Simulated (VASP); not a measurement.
# LiHF2 (R-3m) in VASP: single point with PBEsol

Aim: the single point of LiHF2 with PBEsol.

Program: VASP 6.6.1. These are calculated values, not measurements. Logs are shortened: lines on timing, memory, paths and dates and some standing lists are left out, and cuts for length are marked.

**1. The cell of the first run**

Symmetry: R-3m, No. 166, trigonal system. The conventional cell has a = 2.934 Å, b = 2.934 Å, c = 13.100 Å, α = 90.00°, β = 90.00°, γ = 120.00°. Within 2.6 Å of Li (site symmetry -3m) lie 6 F at 1.99 Å. Within 1.5 Å of H (site symmetry -3m) lie 2 F at 1.14 Å. F (site symmetry 3m) has 1 H at 1.14 Å within 1.5 Å.

**2. Single point, PBEsol**

INCAR reads:

```
SYSTEM = LiHF2
PREC     = Accurate       ! precision mode
ENCUT    = 520            ! plane-wave cutoff, eV
EDIFF    = 1E-7           ! SCF threshold, eV
ISMEAR   = 0              ! smearing method
SIGMA    = 0.1            ! smearing width, eV
LREAL    = Auto         
LASPH    = .True.         ! aspherical terms in the spheres
NELM     = 100            ! most SCF steps
ALGO     = Normal         ! electronic algorithm
ISIF     = 2              ! what is computed and relaxed
LWAVE    = .False.        ! write WAVECAR
LCHARG   = .False.        ! write CHGCAR
GGA      = PS             ! functional
NBANDS   = 50             ! bands
ISYM     = 0
```

KPOINTS reads:

```
regular mesh
0
Gamma
  3 3 3
  0 0 0
```

POSCAR reads:

```
LiHF2
1.0
   -2.9339671748     -1.6939267382      4.3666887241
    2.9339671748     -1.6939267382      4.3666887241
    0.0000000000      3.3878534764      4.3666887241
Li H F
4 4 8
Direct
    0.0000000000      0.0000000000      0.0000000000
    0.5000000000      0.5000000000      0.0000000000
    0.5000000000      0.0000000000      0.5000000000
    0.0000000000      0.5000000000      0.5000000000
    0.5000000000      0.5000000000      0.5000000000
    0.0000000000      0.0000000000      0.5000000000
    0.0000000000      0.5000000000      0.0000000000
    0.5000000000      0.0000000000      0.0000000000
    0.4133018800      0.4133018800      0.4133018800
    0.9133018800      0.9133018800      0.4133018800
    0.9133018800      0.4133018800      0.9133018800
    0.4133018800      0.9133018800      0.9133018800
    0.5866981200      0.5866981200      0.5866981200
    0.0866981200      0.0866981200      0.5866981200
    0.0866981200      0.5866981200      0.0866981200
    0.5866981200      0.0866981200      0.0866981200
```

Potentials or basis: VASP PAW PBE potentials, release 64 (Li_sv, H, F).

Command:

```console
cat potpaw_PBE.64/Li_sv/POTCAR potpaw_PBE.64/H/POTCAR potpaw_PBE.64/F/POTCAR > POTCAR
mpirun -np 1 vasp_std > vasp.out
```

OUTCAR:

```text
SYSTEM = LiHF2
   PREC = Accurate
   ENCUT = 520
   EDIFF = 1E-7
   ISMEAR = 0
   LREAL = Auto
   LASPH = .True.
   NELM = 100
   ISIF = 2
   GGA = PS
   ISYM = 0

 ion  position               nearest neighbor table
   1  0.000  0.000  0.000-  11 1.99  12 1.99  15 1.99  16 1.99  10 1.99  14 1.99
   2  0.500  0.500  0.000-  11 1.99  12 1.99  15 1.99  16 1.99   9 1.99  13 1.99
   3  0.500  0.000  0.500-   9 1.99  10 1.99  13 1.99  14 1.99  12 1.99  16 1.99
   4  0.000  0.500  0.500-   9 1.99  10 1.99  13 1.99  14 1.99  11 1.99  15 1.99
   5  0.500  0.500  0.500-   9 1.14  13 1.14
   6  0.000  0.000  0.500-  10 1.14  14 1.14
   7  0.000  0.500  0.000-  11 1.14  15 1.14
   8  0.500  0.000  0.000-  12 1.14  16 1.14
   9  0.413  0.413  0.413-   5 1.14   4 1.99   3 1.99   2 1.99
  10  0.913  0.913  0.413-   6 1.14   4 1.99   3 1.99   1 1.99
  11  0.913  0.413  0.913-   7 1.14   2 1.99   1 1.99   4 1.99
  12  0.413  0.913  0.913-   8 1.14   2 1.99   1 1.99   3 1.99
  13  0.587  0.587  0.587-   5 1.14   4 1.99   3 1.99   2 1.99
  14  0.087  0.087  0.587-   6 1.14   4 1.99   3 1.99   1 1.99
  15  0.087  0.587  0.087-   7 1.14   2 1.99   1 1.99   4 1.99
  16  0.587  0.087  0.087-   8 1.14   2 1.99   1 1.99   3 1.99

IMPORTANT INFORMATION: All symmetrisations will be switched off!
NOSYMM: (Re-)initialisation of all symmetry stuff for point group C_1.

----------------------------------------------------------------------------------------

                                     Primitive cell

  volume of cell :     130.2127

  direct lattice vectors                    reciprocal lattice vectors
    -2.933967175 -1.693926738  4.366688724    -0.170417721 -0.098390717  0.076335492
     2.933967175 -1.693926738  4.366688724     0.170417721 -0.098390717  0.076335492
     0.000000000  3.387853476  4.366688724     0.000000000  0.196781434  0.076335492

  length of vectors
     5.526800303  5.526800303  5.526800303     0.211068805  0.211068805  0.211068805

  position of ions in fractional coordinates (direct lattice)
     0.000000000  0.000000000  0.000000000
     0.500000000  0.500000000  0.000000000
     0.500000000  0.000000000  0.500000000
     0.000000000  0.500000000  0.500000000
     0.500000000  0.500000000  0.500000000
     0.000000000  0.000000000  0.500000000
[... 8 lines left out ...]
     0.086698120  0.586698120  0.086698120
     0.586698120  0.086698120  0.086698120

  ion indices of the primitive-cell ions
   primitive index   ion index
                 1           1
                 2           2
                 3           3
                 4           4
                 5           5
                 6           6
[... 8 lines left out ...]
                15          15
                16          16

----------------------------------------------------------------------------------------

 KPOINTS: regular mesh

Automatic generation of k-mesh.
 Grid dimensions read from file:
 generate k-points for:    3    3    3

 Generating k-lattice:

  Cartesian coordinates                     Fractional coordinates (reciprocal lattice)
    -0.056805907 -0.032796906  0.025445164     0.333333333 -0.000000000  0.000000000
     0.056805907 -0.032796906  0.025445164    -0.000000000  0.333333333  0.000000000
     0.000000000  0.065593811  0.025445164     0.000000000  0.000000000  0.333333333

  Length of vectors
     0.070356268  0.070356268  0.070356268

  Shift w.r.t. Gamma in fractional coordinates (k-lattice)
     0.000000000  0.000000000  0.000000000

 Subroutine IBZKPT returns following result:
 ===========================================

 Found     14 irreducible k-points:

 Following reciprocal coordinates:
            Coordinates               Weight
  0.000000  0.000000  0.000000      1.000000
  0.333333 -0.000000  0.000000      2.000000
 -0.000000  0.333333  0.000000      2.000000
  0.000000  0.000000  0.333333      2.000000
  0.333333  0.333333  0.000000      2.000000
 -0.333333  0.000000 -0.333333      2.000000
  0.000000  0.333333  0.333333      2.000000
 -0.333333  0.333333  0.000000      2.000000
  0.333333 -0.000000 -0.333333      2.000000
  0.000000 -0.333333  0.333333      2.000000
  0.333333  0.333333  0.333333      2.000000
 -0.333333  0.333333  0.333333      2.000000
  0.333333 -0.333333  0.333333      2.000000
  0.333333  0.333333 -0.333333      2.000000
   k-points           NKPTS =     14   k-points in BZ     NKDIM =     14   number of bands    NBANDS=     50
   number of dos      NEDOS =    301   number of ions     NIONS =     16
   total plane-waves  NPLWV =  74088
   dimension x,y,z NGX =    42 NGY =   42 NGZ =   42
   dimension x,y,z NGXF=    84 NGYF=   84 NGZF=   84
   ions per type =               4   4   8
   NGX,Y,Z   is equivalent  to a cutoff of  12.63, 12.63, 12.63 a.u.
   NGXF,Y,Z  is equivalent  to a cutoff of  25.27, 25.27, 25.27 a.u.
 SYSTEM =  LiHF2
   PREC   = accura    normal or accurate (medium, high low for compatibility)
   ISTART =      0    job   : 0-new  1-cont  2-samecut
   ICHARG =      2    charge: 1-file 2-atom 10-const
   ISPIN  =      1    spin polarized calculation?
   LNONCOLLINEAR =      F non collinear calculations
   LSORBIT =      F    spin-orbit coupling
   LASPH  =      T    aspherical Exc in radial PAW
   ENCUT  =  520.0 eV  38.22 Ry    6.18 a.u.  10.28 10.28 10.28*2*pi/ulx,y,z
   NELM   =    100;   NELMIN=  2; NELMDL= -5     # of ELM steps
   EDIFF  = 0.1E-06   stopping-criterion for ELM
   LREAL  =      T    real-space projection
   EDIFFG = 0.1E-05   stopping-criterion for IOM
   NSW    =      0    number of steps for IOM
   IBRION =     -1    ionic relax: 0-MD 1-quasi-New 2-CG
   NFREE  =      0    steps in history (QN), initial steepest desc. (CG)
   ISIF   =      2    stress and relaxation
   ISYM   =      0    0-nonsym 1-usesym 2-fastsym
   POTIM  = 0.5000    time-step for ionic-motion
   TEBEG  =    0.0;   TEEND  =   0.0 temperature during run
   PSTRESS=    0.0 pullay stress
   NELECT =      72.0000    total number of electrons
   NUPDOWN=      -1.0000    fix difference up-down
   EMIN   =  10.00;   EMAX   =-10.00  energy-range for DOS
   EFERMI =   0.00;   METHOD = LEGACY
   ISMEAR =     0;   SIGMA  =   0.10  broadening in eV -4-tet -1-fermi 0-gaus
   EFERMI_NEDOS =   21; number of points for ismear=-14 and -15
   IALGO  =     38    algorithm
   IMIX   =      4    mixing-type and parameters
     AMIX     =   0.40;   BMIX     =  1.00
     AMIX_MAG =   1.60;   BMIX_MAG =  1.00
  volume/ion in A,a.u.               =       8.14        54.92
  Fermi-wavevector in a.u.,A,eV,Ry     =   1.343697  2.539218 24.565598  1.805520
  Thomas-Fermi vector in A             =   2.471750
   LORBIT       =      0    0 simple, 1 ext, 2 COOP (PROOUT), +10 PAW based schemes
   GGA     = PS    functional components
   LHFCALC =     F    Hartree Fock is set to
   AEXX    =    0.0000 exact exchange contribution
   IVDW    =     0    specifies the selected vdW correction
   LEPSILON=     F    determine dielectric tensor
   LRPA    =     F    only Hartree local field effects (RPA)
 non-spin polarized calculation
 Gauss-broadening in eV      SIGMA  =   0.10
  energy-cutoff  :      520.00
  volume of cell :      130.21
 maximum number of plane-waves:      3515
 NGX is ok and might be reduce to    42
   NGX = 21   NGY = 21   NGZ = 21

 number of electron      71.9999982 magnetization

 Free energy of the ion-electron system (eV)
  ---------------------------------------------------
  ext. energy  EPLUGINS =         0.00000000
  ---------------------------------------------------
  free energy    TOTEN  =       -74.37986746 eV

  energy without entropy =      -74.37986746  energy(sigma->0) =      -74.37986746

 E-fermi :  -2.0877     XC(G=0):  -9.4511

 val. band max:       -2.7047026671   @ k =  -0.3333   0.3333   0.3333
 cond. band min:       5.5968891773   @ k =   0.0000   0.0000   0.0000
 fundamental gap:      8.3015918444
 Fermi energy:        -2.0876611503

 k-point     1 :       0.0000    0.0000    0.0000
  band No.  band energies     occupation
      1     -42.4898      2.00000
      2     -42.4564      2.00000
      3     -42.4564      2.00000
      4     -42.4564      2.00000
      5     -23.7180      2.00000
      6     -23.2419      2.00000
[... 40 lines left out ...]
     47      11.5714      0.00000
     48      13.7027      0.00000

 k-point     2 :       0.3333   -0.0000    0.0000
  band No.  band energies     occupation
      1     -42.4815      2.00000
      2     -42.4648      2.00000
      3     -42.4565      2.00000
      4     -42.4565      2.00000
      5     -23.6183      2.00000
      6     -23.3842      2.00000
[... 40 lines left out ...]
     47      13.4081      0.00000
     48      13.4081      0.00000

 k-point     3 :      -0.0000    0.3333    0.0000
  band No.  band energies     occupation
      1     -42.4815      2.00000
      2     -42.4648      2.00000
      3     -42.4565      2.00000
      4     -42.4565      2.00000
      5     -23.6183      2.00000
      6     -23.3842      2.00000
[... 40 lines left out ...]
     47      13.4081      0.00000
     48      13.4081      0.00000

 k-point     4 :       0.0000    0.0000    0.3333
  band No.  band energies     occupation
      1     -42.4815      2.00000
      2     -42.4648      2.00000
      3     -42.4565      2.00000
      4     -42.4565      2.00000
      5     -23.6183      2.00000
      6     -23.3842      2.00000
[... 448 lines left out ...]
     47      13.3588      0.00000
     48      13.4827      0.00000

 k-point    13 :       0.3333   -0.3333    0.3333
  band No.  band energies     occupation
      1     -42.4813      2.00000
      2     -42.4648      2.00000
      3     -42.4565      2.00000
      4     -42.4565      2.00000
      5     -23.4679      2.00000
      6     -23.4156      2.00000
[... 40 lines left out ...]
     47      13.3588      0.00000
     48      13.4827      0.00000

 k-point    14 :       0.3333    0.3333   -0.3333
  band No.  band energies     occupation
      1     -42.4813      2.00000
      2     -42.4648      2.00000
      3     -42.4565      2.00000
      4     -42.4565      2.00000
      5     -23.4679      2.00000
      6     -23.4156      2.00000
[... 40 lines left out ...]
     47      13.3588      0.00000
     48      13.4827      0.00000
 [bands above 48 left out]

------------------------ aborting loop because EDIFF is reached ----------------------------------------

  FORCE on cell =-STRESS in cart. coord.  units (eV):
  Direction    XX          YY          ZZ          XY          YZ          ZX
  --------------------------------------------------------------------------------------
  -------------------------------------------------------------------------------------
  Total        1.2223702      1.2223741      2.3626320     -0.0000007     -0.0000009     -0.0000013
  in kB       15.0404209     15.0404682     29.0705532     -0.0000083     -0.0000107     -0.0000154
  external PRESSURE =      19.7171474 kB  Pullay stress =       0.0000000 kB

 VOLUME and BASIS-vectors are now :
 -----------------------------------------------------------------------------
  energy-cutoff  :      520.00
  volume of cell :      130.21
      direct lattice vectors                 reciprocal lattice vectors
    -2.933967175 -1.693926738  4.366688724    -0.170417721 -0.098390717  0.076335492
     2.933967175 -1.693926738  4.366688724     0.170417721 -0.098390717  0.076335492
     0.000000000  3.387853476  4.366688724     0.000000000  0.196781434  0.076335492

 POSITION                                       TOTAL-FORCE (eV/Angst)
 -----------------------------------------------------------------------------------
      0.00000      0.00000      0.00000         0.000000      0.000000     -0.000000
      0.00000     -1.69393      4.36669         0.000001      0.000003     -0.000000
     -1.46698      0.84696      4.36669         0.000003     -0.000001      0.000001
      1.46698      0.84696      4.36669        -0.000003     -0.000002      0.000000
      0.00000      0.00000      6.55003         0.000000      0.000000     -0.000003
      0.00000      1.69393      2.18334        -0.000000      0.000000      0.000001
[... 8 lines left out ...]
      1.46698     -0.84696      3.31910         0.000000     -0.000000      0.132689
     -1.46698     -0.84696      3.31910        -0.000001      0.000000      0.132688
 -----------------------------------------------------------------------------------
    total drift:                                0.000000     -0.000000      0.000002

  FREE ENERGIE OF THE ION-ELECTRON SYSTEM (eV)
  ---------------------------------------------------
  free  energy   TOTEN  =       -74.3798674555 eV

  energy  without entropy=      -74.3798674555  energy(sigma->0) =      -74.37986746
```

It took 1.9 min on 1 thread of AMD EPYC 9R45 (Zen 5), shared host; peak memory 0.23 GiB.

What came out:

```
Free energy            : -74.3799 eV
Largest force          : 0.133 eV/Å
Band gap on the k mesh : 8.30 eV
```

Forces in eV/Å, atoms in the order of the input:
```
Li   0.000  0.000  0.000
Li   0.000  0.000  0.000
Li   0.000  0.000  0.000
Li   0.000  0.000  0.000
H    0.000  0.000  0.000
H    0.000  0.000  0.000
H    0.000  0.000  0.000
H    0.000  0.000  0.000
F    0.000  0.000 -0.133
F    0.000  0.000 -0.133
F    0.000  0.000 -0.133
F    0.000  0.000 -0.133
F    0.000  0.000  0.133
F    0.000  0.000  0.133
F    0.000  0.000  0.133
F    0.000  0.000  0.133
```

Levels at points of the mesh, in eV from the valence-band top:
| k point | band 32 | band 33 | band 34 | band 35 | band 36 | band 37 | band 38 | band 39 | band 40 | band 41 |
| --- | --- | --- | --- | --- | --- | --- | --- | --- | --- | --- |
| (0.00, 0.00, 0.00) | -0.18 | -0.18 | -0.12 | -0.12 | -0.12 | 8.30 | 13.07 | 13.75 | 13.75 | 13.75 |

Caveat: the k points lie up to 0.44 Å⁻¹ apart; the cutoff is under 1.25 times the usual one of these potentials, so pressure, stress and relaxed cells hold a basis-set (Pulay) error; the PAW data sets were made with another functional, which shifts forces and pressure a little.
